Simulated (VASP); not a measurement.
# Ni (Im-3m) in VASP: settings compared

Aim: see how the results for Ni move with the level of theory and the settings. Levels: PBE+U, LDA+U, r2SCAN+D4+U, LDA, PBEsol. Tasks: single point, vibrations by perturbation theory, density of states.

Everything below comes from runs of VASP 6.6.1. Logs are shortened: lines on timing, memory, paths and dates and some standing lists are left out, and cuts for length are marked.

### 1 The cell of the first run

Symmetry: Im-3m, No. 229, cubic system. The conventional cell has a = 2.767 Å, b = 2.767 Å, c = 2.767 Å, α = 90.00°, β = 90.00°, γ = 90.00°. Within 3.2 Å of Ni (site symmetry m-3m) lie 14 Ni at 2.40 to 2.77 Å.

### 2 Single point, PBE+U, collinear spin, ferromagnetic start

File INCAR:

```
  PREC = Accurate
  ENCUT = 520
  EDIFF = 1E-6
  ISMEAR = 1
  SIGMA = 0.05
  LREAL = F
  LASPH = T
  NELM = 150
  ALGO = Fast
  ISIF = 2
  LWAVE = F
  LCHARG = F
  ISPIN = 2
  MAGMOM = 1
  LORBIT = 11
  LMAXMIX = 4
  LDAU = T
  LDAUTYPE = 2
  LDAUL = 2
  LDAUU = 5.3
  LDAUJ = 0
  LDAUPRINT = 1
  GGA = PE
  NBANDS = 15
```

File KPOINTS:

```
regular mesh
0
Gamma
  13 13 13
```

File POSCAR:

```
Ni
1.0
   -1.3837154700      1.3837154700      1.3837154700
    1.3837154700     -1.3837154700      1.3837154700
    1.3837154700      1.3837154700     -1.3837154700
Ni
1
Direct
    0.0000000000      0.0000000000      0.0000000000
```

Potentials or basis: VASP PAW PBE potentials, release 64 (Ni).

Command:

```console
> cat potpaw_PBE.64/Ni/POTCAR > POTCAR
> mpirun -np 1 vasp_std > vasp.out
```

OUTCAR:

```text
PREC = Accurate
   ENCUT = 520
   EDIFF = 1E-6
   ISMEAR = 1
   LREAL = F
   LASPH = T
   NELM = 150
   ISIF = 2
   ISPIN = 2
   LORBIT = 11
   GGA = PE

 ion  position               nearest neighbor table
   1  0.000  0.000  0.000-

  LATTYP: Found a body centered cubic cell.
 ALAT       =     2.7674309400

  Lattice vectors:

 A1 = (  -1.3837154700,   1.3837154700,   1.3837154700)
 A2 = (   1.3837154700,  -1.3837154700,   1.3837154700)
 A3 = (   1.3837154700,   1.3837154700,  -1.3837154700)

Analysis of symmetry for initial positions (statically):
=====================================================================
 Subroutine PRICEL returns:
 Original cell was already a primitive cell.

 Routine SETGRP: Setting up the symmetry group for a
 body centered cubic supercell.

 Subroutine GETGRP returns: Found 48 space group operations
 (whereof 48 operations were pure point group operations)
 out of a pool of 48 trial point group operations.

The static configuration has the point symmetry O_h .

Analysis of symmetry for dynamics (positions and initial velocities):
=====================================================================
 Subroutine PRICEL returns:
 Original cell was already a primitive cell.

 Routine SETGRP: Setting up the symmetry group for a
 body centered cubic supercell.

 Subroutine GETGRP returns: Found 48 space group operations
 (whereof 48 operations were pure point group operations)
 out of a pool of 48 trial point group operations.

The dynamic configuration has the point symmetry O_h .

Analysis of structural, dynamic, and magnetic symmetry:
=====================================================================
 Subroutine PRICEL returns:
 Original cell was already a primitive cell.

 Routine SETGRP: Setting up the symmetry group for a
 body centered cubic supercell.

 Subroutine GETGRP returns: Found 48 space group operations
 (whereof 48 operations were pure point group operations)
 out of a pool of 48 trial point group operations.

The overall configuration has the point symmetry O_h .

 Subroutine INISYM returns: Found 48 space group operations
 (whereof 48 operations are pure point group operations),
 and found     1 'primitive' translations

----------------------------------------------------------------------------------------

                                     Primitive cell

  volume of cell :      10.5974

  direct lattice vectors                    reciprocal lattice vectors
    -1.383715470  1.383715470  1.383715470     0.000000000  0.361345964  0.361345964
     1.383715470 -1.383715470  1.383715470     0.361345964  0.000000000  0.361345964
     1.383715470  1.383715470 -1.383715470     0.361345964  0.361345964  0.000000000

  length of vectors
     2.396665497  2.396665497  2.396665497     0.511020363  0.511020363  0.511020363

  position of ions in fractional coordinates (direct lattice)
     0.000000000  0.000000000  0.000000000

  ion indices of the primitive-cell ions
   primitive index   ion index
                 1           1

----------------------------------------------------------------------------------------

 KPOINTS: regular mesh

Automatic generation of k-mesh.
 Grid dimensions read from file:
 generate k-points for:   13   13   13

 Generating k-lattice:

  Cartesian coordinates                     Fractional coordinates (reciprocal lattice)
     0.000000000  0.027795843  0.027795843     0.076923077  0.000000000  0.000000000
     0.027795843  0.000000000  0.027795843     0.000000000  0.076923077  0.000000000
     0.027795843  0.027795843  0.000000000     0.000000000  0.000000000  0.076923077

  Length of vectors
[... 55 lines left out ...]
   EDIFF  = 0.1E-05   stopping-criterion for ELM
   LREAL  =      F    real-space projection
   EDIFFG = 0.1E-04   stopping-criterion for IOM
   NSW    =      0    number of steps for IOM
   IBRION =     -1    ionic relax: 0-MD 1-quasi-New 2-CG
   NFREE  =      0    steps in history (QN), initial steepest desc. (CG)
   ISIF   =      2    stress and relaxation
   ISYM   =      2    0-nonsym 1-usesym 2-fastsym
   POTIM  = 0.5000    time-step for ionic-motion
   TEBEG  =    0.0;   TEEND  =   0.0 temperature during run
   PSTRESS=    0.0 pullay stress
   NELECT =      10.0000    total number of electrons
   NUPDOWN=      -1.0000    fix difference up-down
   EMIN   =  10.00;   EMAX   =-10.00  energy-range for DOS
   EFERMI =   0.00;   METHOD = LEGACY
   ISMEAR =     1;   SIGMA  =   0.05  broadening in eV -4-tet -1-fermi 0-gaus
   EFERMI_NEDOS =   21; number of points for ismear=-14 and -15
   IALGO  =     68    algorithm
   IMIX   =      4    mixing-type and parameters
     AMIX     =   0.40;   BMIX     =  1.00
     AMIX_MAG =   1.60;   BMIX_MAG =  1.00
  volume/ion in A,a.u.               =      10.60        71.51
  Fermi-wavevector in a.u.,A,eV,Ry     =   1.605738  3.034405 35.081190  2.578395
  Thomas-Fermi vector in A             =   2.702037
   LORBIT       =     11    0 simple, 1 ext, 2 COOP (PROOUT), +10 PAW based schemes
 LDA+U is selected, type is set to LDAUTYPE =  2
   angular momentum for each species LDAUL =     2
   U (eV)           for each species LDAUU =   5.3
   J (eV)           for each species LDAUJ =   0.0
   GGA     = PE    functional components
   LHFCALC =     F    Hartree Fock is set to
   AEXX    =    0.0000 exact exchange contribution
   IVDW    =     0    specifies the selected vdW correction
   LEPSILON=     F    determine dielectric tensor
   LRPA    =     F    only Hartree local field effects (RPA)
 spin polarized calculation
 RMM-DIIS sequential band-by-band and
 Methfessel and Paxton  Order N= 1 SIGMA  =   0.05
  energy-cutoff  :      520.00
  volume of cell :       10.60
 maximum number of plane-waves:       321
 NGX is ok and might be reduce to    18
   NGX =  9   NGY =  9   NGZ =  9

atom =   1  type =  1  l = 2

 onsite density matrix

spin component  1

  0.9334  0.0000  0.0000  0.0000  0.0000
  0.0000  0.9334 -0.0000  0.0000 -0.0000
  0.0000 -0.0000  0.9363 -0.0000 -0.0000
  0.0000  0.0000 -0.0000  0.9334  0.0000
  0.0000 -0.0000 -0.0000  0.0000  0.9363

spin component  2

  0.6917 -0.0000  0.0000 -0.0000  0.0000
 -0.0000  0.6917 -0.0000 -0.0000  0.0000
  0.0000 -0.0000  0.9302 -0.0000 -0.0000
 -0.0000 -0.0000 -0.0000  0.6917  0.0000
  0.0000  0.0000 -0.0000  0.0000  0.9302

 occupancies and eigenvectors

  o =  0.6917  v =  0.0000  0.0000  0.0000  0.0000  0.0000  1.0000  0.0000  0.0000  0.0000  0.0000      0.0000  0.0000  0.0000  0.0000  0.0000  0.0000  0.0000  0.0000  0.0000  0.0000
  o =  0.6917  v =  0.0000  0.0000  0.0000  0.0000  0.0000  0.0000 -0.9844 -0.0000 -0.1757 -0.0000      0.0000  0.0000  0.0000  0.0000  0.0000  0.0000  0.0000  0.0000  0.0000  0.0000
  o =  0.6917  v =  0.0000  0.0000  0.0000  0.0000  0.0000  0.0000 -0.1757  0.0000  0.9844 -0.0000      0.0000  0.0000  0.0000  0.0000  0.0000  0.0000  0.0000  0.0000  0.0000  0.0000
  o =  0.9302  v =  0.0000  0.0000  0.0000  0.0000  0.0000  0.0000  0.0000 -0.5596 -0.0000 -0.8288      0.0000  0.0000  0.0000  0.0000  0.0000  0.0000  0.0000  0.0000  0.0000  0.0000
  o =  0.9302  v =  0.0000  0.0000  0.0000  0.0000  0.0000  0.0000  0.0000 -0.8288  0.0000  0.5596      0.0000  0.0000  0.0000  0.0000  0.0000  0.0000  0.0000  0.0000  0.0000  0.0000
  o =  0.9334  v =  1.0000  0.0000  0.0000  0.0000  0.0000  0.0000  0.0000  0.0000  0.0000  0.0000      0.0000  0.0000  0.0000  0.0000  0.0000  0.0000  0.0000  0.0000  0.0000  0.0000
  o =  0.9334  v =  0.0000  0.0236  0.0000  0.9997 -0.0000  0.0000  0.0000  0.0000  0.0000  0.0000      0.0000  0.0000  0.0000  0.0000  0.0000  0.0000  0.0000  0.0000  0.0000  0.0000
  o =  0.9334  v =  0.0000  0.9997 -0.0000 -0.0236  0.0000  0.0000  0.0000  0.0000  0.0000  0.0000      0.0000  0.0000  0.0000  0.0000  0.0000  0.0000  0.0000  0.0000  0.0000  0.0000
  o =  0.9363  v =  0.0000 -0.0000  0.4261  0.0000  0.9047  0.0000  0.0000  0.0000  0.0000  0.0000      0.0000  0.0000  0.0000  0.0000  0.0000  0.0000  0.0000  0.0000  0.0000  0.0000
  o =  0.9363  v =  0.0000  0.0000  0.9047 -0.0000 -0.4261  0.0000  0.0000  0.0000  0.0000  0.0000      0.0000  0.0000  0.0000  0.0000  0.0000  0.0000  0.0000  0.0000  0.0000  0.0000

 number of electron      10.0000004 magnetization       0.6472501

 Free energy of the ion-electron system (eV)
  ---------------------------------------------------
  ext. energy  EPLUGINS =         0.00000000
  ---------------------------------------------------
  free energy    TOTEN  =        -2.20097796 eV

  energy without entropy =       -2.20076277  energy(sigma->0) =       -2.20090623

 E-fermi :   8.9888     XC(G=0): -13.3039

 val. band max:        8.9524225011   @ k =  -0.3077  -0.4615   0.0769
 cond. band min:       8.9889994087   @ k =  -0.3846  -0.3846   0.0769
 fundamental gap:      0.0365769076
 Fermi energy:         8.9887591033

 spin component 1

 k-point     1 :       0.0000    0.0000    0.0000
  band No.  band energies     occupation
      1       0.6378      1.00000
      2       5.3564      1.00000
      3       5.3564      1.00000
      4       5.3564      1.00000
      5       7.0344      1.00000
      6       7.0344      1.00000
      7      36.4338      0.00000
      8      36.4338      0.00000
      9      36.4338      0.00000
     10      39.3223      0.00000
     11      39.3223      0.00000
     12      39.3223      0.00000
[... 841 lines left out ...]
      4       7.6725      1.00000
      5       7.9381      1.00000
      6       9.8004     -0.00000
      7      22.7235      0.00000
      8      27.2316      0.00000
      9      29.0409      0.00000
     10      37.3011      0.00000
     11      40.2542      0.00000
     12      43.8378      0.00000
     13      45.7477      0.00000
     14      48.6348      0.00000
     15      52.5671      0.00000

 [... further k-points ...]
[... 5 lines left out ...]
  --------------------------------------------------------------------------------------
  -------------------------------------------------------------------------------------
  Total       -0.2169469     -0.2169469     -0.2169469      0.0000000      0.0000000     -0.0000000
  in kB      -32.7992366    -32.7992366    -32.7992366      0.0000000      0.0000000     -0.0000000
  external PRESSURE =     -32.7992366 kB  Pullay stress =       0.0000000 kB

 VOLUME and BASIS-vectors are now :
 -----------------------------------------------------------------------------
  energy-cutoff  :      520.00
  volume of cell :       10.60
      direct lattice vectors                 reciprocal lattice vectors
    -1.383715470  1.383715470  1.383715470     0.000000000  0.361345964  0.361345964
     1.383715470 -1.383715470  1.383715470     0.361345964  0.000000000  0.361345964
     1.383715470  1.383715470 -1.383715470     0.361345964  0.361345964  0.000000000

 POSITION                                       TOTAL-FORCE (eV/Angst)
 -----------------------------------------------------------------------------------
      0.00000      0.00000      0.00000        -0.000000      0.000000      0.000000
 -----------------------------------------------------------------------------------
    total drift:                                0.000000      0.000000      0.000000

  FREE ENERGIE OF THE ION-ELECTRON SYSTEM (eV)
  ---------------------------------------------------
  free  energy   TOTEN  =        -2.2009779586 eV

  energy  without entropy=       -2.2007627738  energy(sigma->0) =       -2.20090623

 total charge

# of ion       s       p       d       tot
------------------------------------------
    1        0.483   0.432   8.576   9.491

 magnetization (x)

# of ion       s       p       d       tot
------------------------------------------
    1       -0.019  -0.039   0.739   0.680
```

It took 26 s on 1 thread of Intel Xeon Platinum 8259CL at 2.50GHz (Skylake/Cascade Lake), shared host; peak memory 0.14 GiB.

What came out:

* Free energy: -2.2010 eV
* Pressure: -3.3 GPa
* Net moment: 0.65 μB per cell
* Site moments: Ni +0.68 μB
* Valence electrons inside the program's atomic spheres: Ni 9.49

Eigenvalues of the final occupation matrices:
```csv
site,spin,trace,eigenvalues
site 1 d,1,4.67,0.93 0.93 0.93 0.94 0.94
site 1 d,2,3.94,0.69 0.69 0.69 0.93 0.93
```

Caveat: the U is typed as a test and isn't derived for this compound. The state reached can hang on the start; a lower one may exist.

### 3 Single point, LDA+U, collinear spin, ferromagnetic start

File INCAR:

```
SYSTEM = Ni
PREC = Accurate
ENCUT = 520
EDIFF = 1E-7
ISMEAR = 1
SIGMA = 0.025
LREAL = .FALSE.
LASPH = .TRUE.
NELM = 150
ALGO = Normal
ISIF = 2
LWAVE = .FALSE.
LCHARG = .TRUE.
ISPIN = 2
MAGMOM = 0.76
LORBIT = 11
LMAXMIX = 4
LDAU = .TRUE.
LDAUTYPE = 2
LDAUL = 2
LDAUU = 6.2
LDAUJ = 0
LDAUPRINT = 1
GGA = CA
LELF = .TRUE.
LVHAR = .TRUE.
NBANDS = 15
```

File KPOINTS:

```
Automatic mesh
0
G
  13 13 13
  0 0 0
```

POSCAR is that of step 2.

Potentials or basis: VASP PAW LDA potentials, release 64 (Ni).

Command:

```console
> cat potpaw_LDA.64/Ni/POTCAR > POTCAR
> mpirun -np 1 vasp_std > vasp.out
```

It took 26 s on 1 thread of Intel Xeon Platinum 8259CL at 2.50GHz (Skylake/Cascade Lake), shared host; peak memory 0.13 GiB.

The run converged. Its results:

```yaml
Free_energy: -2.8046 eV
Pressure: -23.7 GPa
Net_moment: 0.65 μB per cell
Site_moments: Ni +0.68 μB
Valence_electrons_inside_the_program's_atomic_spheres: Ni 9.53
```

Levels at points of the mesh, in eV from the Fermi level:
Spin up:
| k point | band 1 | band 2 | band 3 | band 4 | band 5 | band 6 | band 7 | band 8 | band 9 | band 10 |
| --- | --- | --- | --- | --- | --- | --- | --- | --- | --- | --- |
| (0.00, 0.00, 0.00) | -8.15 | -3.70 | -3.70 | -3.70 | -2.05 | -2.05 | 27.64 | 27.64 | 27.64 | 29.61 |
Spin down:
```csv
k point,band 1,band 2,band 3,band 4,band 5,band 6,band 7,band 8,band 9,band 10
"(0.00, 0.00, 0.00)",-8.15,-1.52,-1.52,-1.47,-1.47,-1.47,27.56,27.56,27.56,30.34
```

Eigenvalues of the final occupation matrices:
| site | spin | trace | eigenvalues |
| --- | --- | --- | --- |
| site 1 d | 1 | 4.69 | 0.94 0.94 0.94 0.94 0.94 |
| site 1 d | 2 | 3.97 | 0.70 0.70 0.70 0.94 0.94 |

Caveat: the U is typed as a test and isn't derived for this compound. The state reached can hang on the start; a lower one may exist.

### 4 Single point, r2SCAN+D4+U, collinear spin, ferromagnetic start

POSCAR is that of step 3.

File INCAR.step1:

```
PREC = Accurate
ENCUT = 520
ISMEAR = 1
SIGMA = 0.1
LREAL = F
LASPH = T
NELM = 150
ISPIN = 2
MAGMOM = 1
LMAXMIX = 4
LDAU = T
LDAUTYPE = 2
LDAUL = 2
LDAUU = 3
LDAUJ = 0
NBANDS = 15
GGA = PE
ALGO = Normal
EDIFF = 1E-4
LWAVE = T
LCHARG = F
```

File INCAR.step2:

```
PREC = Accurate
ENCUT = 520
EDIFF = 1E-6
ISMEAR = 1
SIGMA = 0.1
LREAL = F
LASPH = T
NELM = 150
ALGO = Normal
ISIF = 2
LWAVE = F
LCHARG = F
ISPIN = 2
MAGMOM = 1
LORBIT = 11
LMAXMIX = 4
LDAU = T
LDAUTYPE = 2
LDAUL = 2
LDAUU = 3
LDAUJ = 0
LDAUPRINT = 1
METAGGA = R2SCAN
LMIXTAU = T
IVDW = 13
VDW_S6 = 1.0
VDW_S8 = 0.6018749
VDW_A1 = 0.51559235
VDW_A2 = 5.77342911
NBANDS = 15
ISTART = 1
```

File KPOINTS:

```
regular mesh
0
Gamma
  13 13 13
```

Potentials or basis: VASP PAW PBE potentials, release 64 (Ni).

Command:

```console
> cat potpaw_PBE.64/Ni/POTCAR > POTCAR
> cp INCAR.step1 INCAR
> mpirun -np 1 vasp_std > vasp.out
> cp INCAR.step2 INCAR
> mpirun -np 1 vasp_std > vasp.out
```

Run time: 85 s. Hardware: 1 thread of Intel Xeon Platinum 8259CL at 2.50GHz (Skylake/Cascade Lake), shared host; peak memory 0.14 GiB.

The run converged. Its results:

```
Free energy                                           : -10.1705 eV
Pressure                                              : -7.3 GPa
Net moment                                            : 0.65 μB per cell
Site moments                                          : Ni +0.68 μB
Valence electrons inside the program's atomic spheres : Ni 9.47
Dispersion energy per atom                            : -0.160 eV
```

Levels at points of the mesh, in eV from the Fermi level:
Spin up:
| k point | band 3 | band 4 | band 5 | band 6 | band 7 | band 8 |
| --- | --- | --- | --- | --- | --- | --- |
| (0.00, 0.00, 0.00) | -3.47 | -3.47 | -1.77 | -1.77 | 28.04 | 28.04 |
Spin down:
```csv
k point,band 2,band 3,band 4,band 5,band 6,band 7,band 8,band 9
"(0.00, 0.00, 0.00)",-1.43,-1.43,-1.43,-1.25,-1.25,27.92,27.92,27.92
```

Eigenvalues of the final occupation matrices:
| site | spin | trace | eigenvalues |
| --- | --- | --- | --- |
| site 1 d | 1 | 4.63 | 0.92 0.92 0.92 0.93 0.93 |
| site 1 d | 2 | 3.89 | 0.68 0.68 0.68 0.92 0.92 |

Caveat: the PAW data sets were made with another functional, which shifts forces and pressure a little; pairwise dispersion overbinds metals, which lowers pressure and volume; the U is typed as a test and isn't derived for this compound. The state reached can hang on the start; a lower one may exist.

(Part 1 of 2 ends here.)
